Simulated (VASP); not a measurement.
Input of a VASP 6.6.1 run:

The input INCAR:

```
SYSTEM = Cs
ALGO = Normal
EDIFF = 1E-6
ENCUT = 500
GGA = CA
GGA_COMPAT = .FALSE.
ISIF = 2
ISMEAR = -5
LASPH = .TRUE.
LCHARG = .TRUE.
LELF = .TRUE.
LREAL = .FALSE.
LVHAR = .TRUE.
LWAVE = .FALSE.
NBANDS = 10
NELM = 120
PREC = Accurate
SIGMA = 0.1
```

KPOINTS

```
k-points
0
G
  4 4 4
  0 0 0
```

The input POSCAR:

```
Cs
1.0
   -3.0160183466      3.0160183466      3.0160183466
    3.0160183466     -3.0160183466      3.0160183466
    3.0160183466      3.0160183466     -3.0160183466
Cs
1
Direct
    0.0000000000      0.0000000000      0.0000000000
```

Potentials or basis: VASP PAW LDA potentials, release 64 (Cs_sv).

The run is started by

```bash
$ cat potpaw_LDA.64/Cs_sv/POTCAR > POTCAR
$ mpirun -np 1 vasp_std > vasp.out
```

(1) Predict the pressure.

Answers

(1) -0.3 GPa.

Caveat: the k points lie up to 0.37 Å⁻¹ apart; tetrahedron occupations give inexact forces and stress in metals.
